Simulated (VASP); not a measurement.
# Ga2SbP3 (R-3m) in VASP: a series of runs

The runs below take Ga2SbP3 through single point, relaxation of cell and atoms, with PBEsol.

Everything below comes from runs of VASP 6.6.1. Logs are shortened: lines on timing, memory, paths and dates and some standing lists are left out, and cuts for length are marked.

**1. The cell of the first run**

Symmetry: R-3m, No. 166, trigonal system. The conventional cell has a = 5.181 Å, b = 5.181 Å, c = 14.443 Å, α = 90.00°, β = 90.00°, γ = 120.00°. Ga (site symmetry 3m) has 4 Ga at 2.92 to 3.54 Å and 9 P at 2.97 to 3.67 Å and 3 Sb at 3.14 Å within 3.8 Å. Within 3.7 Å of Sb (site symmetry -3m) lie 6 P at 2.83 Å and 6 Ga at 3.14 Å. P (site symmetry 2/m) has 4 P at 2.59 Å and 2 Sb at 2.83 Å and 4 Ga at 2.97 Å within 3.4 Å.

**2. Single point, PBEsol**

INCAR

```
SYSTEM = Ga2SbP3
PREC = Accurate ; ENCUT = 520
EDIFF = 1E-6 ; ISMEAR = -1
SIGMA = 0.03 ; LREAL = .FALSE.
LASPH = .TRUE. ; NELM = 100
ALGO = Normal ; ISIF = 2
LWAVE = .FALSE. ; LCHARG = .FALSE.
GGA = PS ; NBANDS = 32
```

KPOINTS

```
Automatic mesh
0
G
  4 4 4
  0 0 0
```

POSCAR

```
Ga2SbP3
1.0
    2.5905512662      1.4956554692      4.8143304075
   -2.5905512662      1.4956554692      4.8143304075
    0.0000000000     -2.9913109435      4.8143304060
Ga Sb P
2 1 3
Direct
    0.6011746634      0.6011746634      0.6011746634
    0.3988253366      0.3988253366      0.3988253366
    0.0000000000      0.0000000000      0.0000000000
    0.0000000000      0.5000000000      0.0000000000
    0.5000000000      0.0000000000      0.0000000000
    0.0000000000      0.0000000000      0.5000000000
```

Potentials or basis: VASP PAW PBE potentials, release 64 (Ga_d, Sb, P).

The run is started by

```bash
$ cat potpaw_PBE.64/Ga_d/POTCAR potpaw_PBE.64/Sb/POTCAR potpaw_PBE.64/P/POTCAR > POTCAR
$ mpirun -np 1 vasp_std > vasp.out
```

OUTCAR:

```text
SYSTEM = Ga2SbP3
   PREC = Accurate
   ENCUT = 520
   EDIFF = 1E-6
   ISMEAR = -1
   LREAL = .FALSE.
   LASPH = .TRUE.
   NELM = 100
   ISIF = 2
   GGA = PS

 ion  position               nearest neighbor table
   1  0.601  0.601  0.601-   3 3.14   3 3.14   3 3.14
   2  0.399  0.399  0.399-   3 3.14   3 3.14   3 3.14
   3  0.000  0.000  0.000-   4 2.83   5 2.83   4 2.83   5 2.83   6 2.83   6 2.83   2 3.14   1 3.14
                             2 3.14   1 3.14   2 3.14   1 3.14
   4  0.000  0.500  0.000-   5 2.59   5 2.59   6 2.59   6 2.59   3 2.83   3 2.83
   5  0.500  0.000  0.000-   4 2.59   4 2.59   6 2.59   6 2.59   3 2.83   3 2.83
   6  0.000  0.000  0.500-   4 2.59   5 2.59   4 2.59   5 2.59   3 2.83   3 2.83

  LATTYP: Found a trigonal (rhomboedric) cell.
 ALAT       =     5.6679554001
 COS(alpha) =     0.5822066436

  Lattice vectors:

 A1 = (   2.5905512662,   1.4956554692,   4.8143304075)
 A2 = (  -2.5905512662,   1.4956554692,   4.8143304075)
 A3 = (   0.0000000000,  -2.9913109435,   4.8143304060)

Analysis of symmetry for initial positions (statically):
=====================================================================
 Subroutine PRICEL returns:
 Original cell was already a primitive cell.

 Routine SETGRP: Setting up the symmetry group for a
 trigonal (rhombohedral) supercell.

 Subroutine GETGRP returns: Found 12 space group operations
 (whereof 12 operations were pure point group operations)
 out of a pool of 12 trial point group operations.

The static configuration has the point symmetry D_3d.

Analysis of symmetry for dynamics (positions and initial velocities):
=====================================================================
 Subroutine PRICEL returns:
 Original cell was already a primitive cell.

 Routine SETGRP: Setting up the symmetry group for a
 trigonal (rhombohedral) supercell.

 Subroutine GETGRP returns: Found 12 space group operations
 (whereof 12 operations were pure point group operations)
 out of a pool of 12 trial point group operations.

The dynamic configuration has the point symmetry D_3d.

 Subroutine INISYM returns: Found 12 space group operations
 (whereof 12 operations are pure point group operations),
 and found     1 'primitive' translations

----------------------------------------------------------------------------------------

                                     Primitive cell

  volume of cell :     111.9208

  direct lattice vectors                    reciprocal lattice vectors
     2.590551266  1.495655469  4.814330407     0.193009112  0.111433863  0.069237735
    -2.590551266  1.495655469  4.814330407    -0.193009112  0.111433863  0.069237735
     0.000000000 -2.991310943  4.814330406     0.000000000 -0.222867726  0.069237735

  length of vectors
     5.667955400  5.667955400  5.667955400     0.233374993  0.233374993  0.233374993

  position of ions in fractional coordinates (direct lattice)
     0.601174663  0.601174663  0.601174663
     0.398825337  0.398825337  0.398825337
     0.000000000  0.000000000  0.000000000
     0.000000000  0.500000000  0.000000000
     0.500000000  0.000000000  0.000000000
     1.000000000  1.000000000  0.500000000

  ion indices of the primitive-cell ions
   primitive index   ion index
                 1           1
                 2           2
                 3           3
                 4           4
                 5           5
                 6           6

----------------------------------------------------------------------------------------

 KPOINTS: Automatic mesh

Automatic generation of k-mesh.
 Grid dimensions read from file:
 generate k-points for:    4    4    4

 Generating k-lattice:

  Cartesian coordinates                     Fractional coordinates (reciprocal lattice)
     0.048252278  0.027858466  0.017309434     0.250000000  0.000000000 -0.000000000
    -0.048252278  0.027858466  0.017309434     0.000000000  0.250000000 -0.000000000
     0.000000000 -0.055716931  0.017309434     0.000000000  0.000000000  0.250000000

  Length of vectors
     0.058343748  0.058343748  0.058343748

  Shift w.r.t. Gamma in fractional coordinates (k-lattice)
     0.000000000  0.000000000  0.000000000

 Subroutine IBZKPT returns following result:
 ===========================================

 Found     13 irreducible k-points:

 Following reciprocal coordinates:
            Coordinates               Weight
  0.000000  0.000000  0.000000      1.000000
  0.250000  0.000000  0.000000      6.000000
  0.500000  0.000000  0.000000      3.000000
  0.250000  0.250000  0.000000      6.000000
  0.500000  0.250000 -0.000000     12.000000
 -0.250000  0.250000  0.000000      6.000000
  0.500000  0.500000  0.000000      3.000000
  0.250000  0.250000  0.250000      2.000000
  0.500000  0.250000  0.250000      6.000000
 -0.250000  0.250000  0.250000      6.000000
  0.500000  0.500000  0.250000      6.000000
 -0.250000  0.500000  0.250000      6.000000
  0.500000  0.500000  0.500000      1.000000
   k-points           NKPTS =     13   k-points in BZ     NKDIM =     13   number of bands    NBANDS=     32
   number of dos      NEDOS =    301   number of ions     NIONS =      6
   total plane-waves  NPLWV =  74088
   dimension x,y,z NGX =    42 NGY =   42 NGZ =   42
   dimension x,y,z NGXF=    84 NGYF=   84 NGZF=   84
   ions per type =               2   1   3
   NGX,Y,Z   is equivalent  to a cutoff of  12.32, 12.32, 12.32 a.u.
   NGXF,Y,Z  is equivalent  to a cutoff of  24.64, 24.64, 24.64 a.u.
 SYSTEM =  Ga2SbP3
   PREC   = accura    normal or accurate (medium, high low for compatibility)
   ISTART =      0    job   : 0-new  1-cont  2-samecut
   ICHARG =      2    charge: 1-file 2-atom 10-const
   ISPIN  =      1    spin polarized calculation?
   LNONCOLLINEAR =      F non collinear calculations
   LSORBIT =      F    spin-orbit coupling
   LASPH  =      T    aspherical Exc in radial PAW
   ENCUT  =  520.0 eV  38.22 Ry    6.18 a.u.  10.54 10.54 10.54*2*pi/ulx,y,z
   NELM   =    100;   NELMIN=  2; NELMDL= -5     # of ELM steps
   EDIFF  = 0.1E-05   stopping-criterion for ELM
   LREAL  =      F    real-space projection
   EDIFFG = 0.1E-04   stopping-criterion for IOM
   NSW    =      0    number of steps for IOM
   IBRION =     -1    ionic relax: 0-MD 1-quasi-New 2-CG
   NFREE  =      0    steps in history (QN), initial steepest desc. (CG)
   ISIF   =      2    stress and relaxation
   ISYM   =      2    0-nonsym 1-usesym 2-fastsym
   POTIM  = 0.5000    time-step for ionic-motion
   TEBEG  =    0.0;   TEEND  =   0.0 temperature during run
   PSTRESS=    0.0 pullay stress
   NELECT =      46.0000    total number of electrons
   NUPDOWN=      -1.0000    fix difference up-down
   EMIN   =  10.00;   EMAX   =-10.00  energy-range for DOS
   EFERMI =   0.00;   METHOD = LEGACY
   ISMEAR =    -1;   SIGMA  =   0.03  broadening in eV -4-tet -1-fermi 0-gaus
   EFERMI_NEDOS =   21; number of points for ismear=-14 and -15
   IALGO  =     38    algorithm
   IMIX   =      4    mixing-type and parameters
     AMIX     =   0.40;   BMIX     =  1.00
     AMIX_MAG =   1.60;   BMIX_MAG =  1.00
  volume/ion in A,a.u.               =      18.65       125.88
  Fermi-wavevector in a.u.,A,eV,Ry     =   1.217187  2.300149 20.157617  1.481543
  Thomas-Fermi vector in A             =   2.352515
   LORBIT       =      0    0 simple, 1 ext, 2 COOP (PROOUT), +10 PAW based schemes
   GGA     = PS    functional components
   LHFCALC =     F    Hartree Fock is set to
   AEXX    =    0.0000 exact exchange contribution
   IVDW    =     0    specifies the selected vdW correction
   LEPSILON=     F    determine dielectric tensor
   LRPA    =     F    only Hartree local field effects (RPA)
 non-spin polarized calculation
  energy-cutoff  :      520.00
  volume of cell :      111.92
 maximum number of plane-waves:      3045
   NGX = 21   NGY = 21   NGZ = 21

 number of electron      45.9999984 magnetization

 Free energy of the ion-electron system (eV)
  ---------------------------------------------------
  ext. energy  EPLUGINS =         0.00000000
  ---------------------------------------------------
  free energy    TOTEN  =       -26.84951939 eV

  energy without entropy =      -26.84454229  energy(sigma->0) =      -26.84703084

 E-fermi :   7.4243     XC(G=0): -10.8930

 val. band max:        7.3870655791   @ k =   0.5000   0.5000   0.0000
 cond. band min:       7.4524765585   @ k =  -0.2500   0.5000   0.2500
 fundamental gap:      0.0654109793
 Fermi energy:         7.4243407288

 k-point     1 :       0.0000    0.0000    0.0000
  band No.  band energies     occupation
      1      -7.4800      2.00000
      2      -7.4487      2.00000
      3      -7.4487      2.00000
      4      -7.4277      2.00000
      5      -7.4277      2.00000
      6      -7.3987      2.00000
[... 24 lines left out ...]
     31      12.7289      0.00000
     32      13.8982      0.00000

 k-point     2 :       0.2500    0.0000    0.0000
  band No.  band energies     occupation
      1      -7.4773      2.00000
      2      -7.4631      2.00000
      3      -7.4484      2.00000
      4      -7.4274      2.00000
      5      -7.4236      2.00000
      6      -7.4123      2.00000
[... 24 lines left out ...]
     31      12.6010      0.00000
     32      14.1186      0.00000

 k-point     3 :       0.5000    0.0000    0.0000
  band No.  band energies     occupation
      1      -7.4763      2.00000
      2      -7.4757      2.00000
      3      -7.4443      2.00000
      4      -7.4284      2.00000
      5      -7.4245      2.00000
      6      -7.4193      2.00000
[... 24 lines left out ...]
     31      12.9545      0.00000
     32      13.0542      0.00000

 k-point     4 :       0.2500    0.2500    0.0000
  band No.  band energies     occupation
      1      -7.4821      2.00000
      2      -7.4635      2.00000
      3      -7.4549      2.00000
      4      -7.4331      2.00000
      5      -7.4169      2.00000
      6      -7.4091      2.00000
[... 24 lines left out ...]
     31      12.6847      0.00000
     32      12.7786      0.00000

 k-point     5 :       0.5000    0.2500   -0.0000
  band No.  band energies     occupation
      1      -7.4837      2.00000
      2      -7.4718      2.00000
      3      -7.4597      2.00000
      4      -7.4397      2.00000
      5      -7.4124      2.00000
      6      -7.4112      2.00000
[... 24 lines left out ...]
     31      11.8866      0.00000
     32      12.2492      0.00000

 k-point     6 :      -0.2500    0.2500    0.0000
  band No.  band energies     occupation
      1      -7.4805      2.00000
      2      -7.4662      2.00000
      3      -7.4545      2.00000
      4      -7.4388      2.00000
      5      -7.4200      2.00000
      6      -7.4042      2.00000
[... 24 lines left out ...]
     31      11.9317      0.00000
     32      12.4928      0.00000

 k-point     7 :       0.5000    0.5000    0.0000
  band No.  band energies     occupation
      1      -7.4876      2.00000
      2      -7.4763      2.00000
      3      -7.4620      2.00000
      4      -7.4518      2.00000
      5      -7.4101      2.00000
      6      -7.4069      2.00000
[... 24 lines left out ...]
     31      11.6484      0.00000
     32      12.2778      0.00000

 k-point     8 :       0.2500    0.2500    0.2500
  band No.  band energies     occupation
      1      -7.4891      2.00000
      2      -7.4583      2.00000
      3      -7.4583      2.00000
      4      -7.4195      2.00000
      5      -7.4195      2.00000
      6      -7.4109      2.00000
[... 24 lines left out ...]
     31      12.6973      0.00000
     32      12.7741      0.00000

 k-point     9 :       0.5000    0.2500    0.2500
  band No.  band energies     occupation
      1      -7.4924      2.00000
      2      -7.4678      2.00000
      3      -7.4578      2.00000
      4      -7.4357      2.00000
      5      -7.4204      2.00000
      6      -7.4067      2.00000
[... 24 lines left out ...]
     31      11.8115      0.00000
     32      12.2399      0.00000

 k-point    10 :      -0.2500    0.2500    0.2500
  band No.  band energies     occupation
      1      -7.4884      2.00000
      2      -7.4668      2.00000
      3      -7.4550      2.00000
      4      -7.4464      2.00000
      5      -7.4173      2.00000
      6      -7.4034      2.00000
[... 24 lines left out ...]
     31      12.6111      0.00000
     32      12.7211      0.00000

 k-point    11 :       0.5000    0.5000    0.2500
  band No.  band energies     occupation
      1      -7.4952      2.00000
      2      -7.4692      2.00000
      3      -7.4607      2.00000
      4      -7.4424      2.00000
      5      -7.4243      2.00000
      6      -7.4023      2.00000
[... 24 lines left out ...]
     31      12.6001      0.00000
     32      12.7787      0.00000

 k-point    12 :      -0.2500    0.5000    0.2500
  band No.  band energies     occupation
      1      -7.4908      2.00000
      2      -7.4696      2.00000
      3      -7.4651      2.00000
      4      -7.4441      2.00000
      5      -7.4173      2.00000
      6      -7.4043      2.00000
[... 24 lines left out ...]
     31      11.8246      0.00000
     32      12.3285      0.00000

 k-point    13 :       0.5000    0.5000    0.5000
  band No.  band energies     occupation
      1      -7.4969      2.00000
      2      -7.4598      2.00000
      3      -7.4598      2.00000
      4      -7.4356      2.00000
      5      -7.4356      2.00000
      6      -7.3999      2.00000
[... 24 lines left out ...]
     31      11.8025      0.00000
     32      12.2466      0.00000

------------------------ aborting loop because EDIFF is reached ----------------------------------------

  FORCE on cell =-STRESS in cart. coord.  units (eV):
  Direction    XX          YY          ZZ          XY          YZ          ZX
  --------------------------------------------------------------------------------------
  -------------------------------------------------------------------------------------
  Total        0.0268898      0.0268898      0.0365291      0.0000000     -0.0000000      0.0000000
  in kB        0.3849355      0.3849355      0.5229238      0.0000000     -0.0000000      0.0000000
  external PRESSURE =       0.4309316 kB  Pullay stress =       0.0000000 kB

 VOLUME and BASIS-vectors are now :
 -----------------------------------------------------------------------------
  energy-cutoff  :      520.00
  volume of cell :      111.92
      direct lattice vectors                 reciprocal lattice vectors
     2.590551266  1.495655469  4.814330407     0.193009112  0.111433863  0.069237735
    -2.590551266  1.495655469  4.814330407    -0.193009112  0.111433863  0.069237735
     0.000000000 -2.991310943  4.814330406     0.000000000 -0.222867726  0.069237735

 POSITION                                       TOTAL-FORCE (eV/Angst)
 -----------------------------------------------------------------------------------
      0.00000     -0.00000      8.68276        -0.000000     -0.000000      0.001993
      0.00000     -0.00000      5.76023        -0.000000      0.000000     -0.001993
      0.00000      0.00000      0.00000         0.000000      0.000000     -0.000000
     -1.29528      0.74783      2.40717        -0.000000      0.000000     -0.000000
      1.29528      0.74783      2.40717        -0.000000      0.000000     -0.000000
      0.00000     -1.49566      2.40717        -0.000000     -0.000000     -0.000000
 -----------------------------------------------------------------------------------
    total drift:                               -0.000000     -0.000000      0.000000

  FREE ENERGIE OF THE ION-ELECTRON SYSTEM (eV)
  ---------------------------------------------------
  free  energy   TOTEN  =       -26.8495193947 eV

  energy  without entropy=      -26.8445422873  energy(sigma->0) =      -26.84703084
```

Run time: 76 s. Hardware: 1 thread of AMD EPYC 7R13, shared host; peak memory 0.24 GiB.

Results:

- Free energy: -26.8495 eV
- Pressure: 0.0 GPa
- Band gap on the k mesh: zero (bands 23 and 24 overlap by 1.62 eV)

Caveat: the k points lie up to 0.37 Å⁻¹ apart, too coarse for converged energies and pressures of a metal; the PAW data sets were made with another functional, which shifts forces and pressure a little; spin-orbit coupling is left out, which moves the levels of the heavy elements.

**3. Relaxation of cell and atoms, PBEsol**

This run uses another cell than the first one, of 25.45 Å³/atom.

INCAR

```
PREC = Accurate
ENCUT = 600
EDIFF = 1E-6
ISMEAR = -1
SIGMA = 0.03
LREAL = False
LASPH = True
NELM = 80
ALGO = Normal
ISIF = 3
LWAVE = False
LCHARG = False
GGA = PS
IBRION = 2
NSW = 100
EDIFFG = -0.01
```

KPOINTS

```
regular mesh
0
Gamma
  4 4 4
```

POSCAR

```
Ga2SbP3
1.0
    3.0186623200      1.7428255000      4.8381114400
   -3.0186623200      1.7428255000      4.8381114400
    0.0000000000     -3.4856510100      4.8381114400
Ga Sb P
2 1 3
Direct
    0.6247839200      0.6247839200      0.6247839200
    0.3752160800      0.3752160800      0.3752160800
    0.0000000000      0.0000000000      0.0000000000
    0.0000000000      0.5000000000      0.0000000000
    0.5000000000      0.0000000000      0.0000000000
    0.0000000000      0.0000000000      0.5000000000
```

Potentials or basis: VASP PAW PBE potentials, release 64 (Ga_d, Sb, P).

The run is started by

```bash
$ cat potpaw_PBE.64/Ga_d/POTCAR potpaw_PBE.64/Sb/POTCAR potpaw_PBE.64/P/POTCAR > POTCAR
$ mpirun -np 1 vasp_std > vasp.out
```

Run time: 18 min. Hardware: 1 thread of AMD EPYC 7R13, shared host; peak memory 0.34 GiB.

It converged, with:

```yaml
Free_energy: -26.8535 eV
Relaxed_volume: 18.68 Å³/atom
Relaxed_cell: a = 5.670 Å, b = 5.670 Å, c = 5.670 Å, α = 54.40°, β = 54.40°, γ = 54.40°
Space_group_after_relaxing_to_0.1_Å: R-3m (No. 166)
Energy_gained_by_relaxing: 370.1 meV/atom
Ionic_steps: 18
Pressure_after_relaxing: 0.0 GPa
Largest_force_after_relaxing: 0.004 eV/Å
Band_gap_on_the_k_mesh: zero (bands 23 and 24 overlap by 1.62 eV)
```

Forces on the atoms (eV/Å):
```
Ga   0.000  0.000  0.004
Ga   0.000  0.000 -0.004
Sb   0.000  0.000  0.000
P    0.000  0.000  0.000
P    0.000  0.000  0.000
P    0.000  0.000  0.000
```

The path:
| step | energy change (eV) | largest force (eV/Å) | pressure (GPa) | volume (Å³) |
| --- | --- | --- | --- | --- |
| 1 | 0.0000 | 0.0170 | -10.37 | 152.72 |
| 2 | -1.7719 | 0.1076 | -3.36 | 119.10 |
| 3 | -1.8740 | 0.1464 | 0.49 | 112.19 |
| 4 | -2.0402 | 0.3936 | 1.19 | 110.06 |
| 5 | -2.0403 | 0.3913 | 1.19 | 110.10 |
| 6 | -2.0614 | 0.3846 | -0.34 | 112.31 |
| 7 | -2.0637 | 0.3812 | -1.08 | 113.40 |
| 8 | -2.0815 | 0.3669 | -1.10 | 113.38 |
| 9 | -2.1302 | 0.2990 | -1.02 | 113.34 |
| 10 | -2.1859 | 0.0231 | -0.77 | 113.25 |
| 11 | -2.2148 | 0.0143 | 0.18 | 111.71 |
| 12 | -2.2176 | 0.0321 | 0.60 | 111.16 |
| 13 | -2.2177 | 0.0356 | 0.70 | 111.08 |
| 14 | -2.2202 | 0.0133 | -0.12 | 112.21 |
| 15 | -2.2207 | 0.0007 | 0.14 | 111.88 |
| 16 | -2.2207 | 0.0001 | 0.05 | 111.91 |
| 17 | -2.2207 | 0.0007 | 0.10 | 111.90 |
| 18 | -2.2208 | 0.0038 | -0.02 | 112.06 |

Final structure:
```
Ga Sb P
1.0
     2.59177    1.49636    4.81587
    -2.59177    1.49636    4.81587
     0.00000   -2.99272    4.81587
Ga Sb P
2 1 3
Direct
  0.60112 0.60112 0.60112
  0.39888 0.39888 0.39888
  0.00000 0.00000 0.00000
  0.00000 0.50000 0.00000
  0.50000 0.00000 0.00000
  0.00000 0.00000 0.50000
```

Levels at points of the mesh, in eV from the Fermi level:
| k point | band 21 | band 22 | band 23 | band 24 | band 25 | band 26 |
| --- | --- | --- | --- | --- | --- | --- |
| (0.00, 0.00, 0.00) | -2.83 | -2.12 | -0.73 | -0.21 | -0.21 | 3.03 |
| (0.50, 0.00, 0.00) | -1.61 | -1.53 | -1.10 | -0.87 | 1.68 | 2.80 |
| (0.50, 0.50, 0.00) | -1.44 | -1.08 | -0.84 | -0.82 | -0.04 | 1.16 |
| (0.50, 0.50, 0.50) | -1.53 | -0.95 | -0.89 | -0.89 | -0.39 | 2.23 |

Caveat: the volume moved by over 15 % at a fixed basis, so the end points are rough; the PAW data sets were made with another functional, which shifts forces and pressure a little; spin-orbit coupling is left out, which moves the levels of the heavy elements.

The gap in the log of VASP goes by the Fermi energy; the results here count the filled bands.